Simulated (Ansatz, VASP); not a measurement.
One calculation of ZnSe, two programs

```
Zn Se
1.0
     0.00000    2.83380    2.74879
     2.83380    0.00000    2.74879
     2.83380    2.83380    0.00000
Zn Se
1 1
Direct
  0.00000 0.00000 0.00000
  0.75000 0.75000 0.75000
```

Change from the starting cell: zz strain of -3 %, crystal datasets.

Alike in both runs: task electric field gradients; functional LDA; k mesh 8 × 8 × 8; occupations fermi-dirac, width 0.03 eV; no spin polarisation.

|  | VASP | Ansatz |
| --- | --- | --- |
| version | VASP 6.6.1 | Ansatz 0.2.0 |
| potentials or method | VASP PAW LDA potentials, release 64 (Zn, Se), cutoff 520 eV | all-electron PAW with datasets made for the crystal, scalar-relativistic |

Ansatz gave:

| Property | Result |
| --- | --- |
| pressure (GPa) | -1.6 |
| traceless stress, the component that is largest in VASP (GPa) | 0.75 |
| size of Vzz on the site where it differs most (V/Å²) | 12.9 |

Question: Which values does VASP return?

Answer: Pressure (GPa): -1.2; traceless stress, the component that is largest in VASP (GPa): 0.75; size of Vzz on the site where it differs most (V/Å²): 12.4.

LDA's correlation is that of Perdew and Zunger in VASP and of Perdew and Wang (1992) in Ansatz. Ansatz ran all-electron here, and VASP with PAW potentials.
